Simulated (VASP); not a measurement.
The system is BaS.

```
Ba S
1.0
     3.87018    0.03642    0.03642
     0.03642    3.87018    0.03642
     0.03642    0.03642    3.87018
Ba S
1 1
Direct
  0.00000 0.00000 0.00000
  0.50000 0.50000 0.50000
```

This cell differs from its parent crystal: strain along [111] +2.9%.

Base run:

| Property | Result |
| --- | --- |
| Program | VASP 6.6.1 |
| Functional | HSE06 |
| Potentials or basis | VASP PAW PBE potentials, release 64 (Ba_sv, S) |
| Cutoff | 520 eV |
| k mesh | 4 × 4 × 4 |
| Occupations | gaussian, width 0.01 eV |
| Spin | no spin polarisation |

Its results: band gap on the k mesh 2.38 eV, indirect (least direct gap 2.52 eV); pressure -0.8 GPa.

Task: The run is repeated on the same cell with these changes: functional from HSE06 to r2SCAN; k mesh from 4 × 4 × 4 to 6 × 6 × 6. What comes out?

Result: Band gap on the k mesh 1.85 eV, indirect (least direct gap 1.97 eV); pressure -0.4 GPa.

Several settings changed at once, so the effect can't be laid on one alone.

Caveats: the PAW data sets were made with another functional, which shifts forces and pressure a little; spin-orbit coupling is left out, which moves the levels of the heavy elements.

A k mesh can miss the band edges.
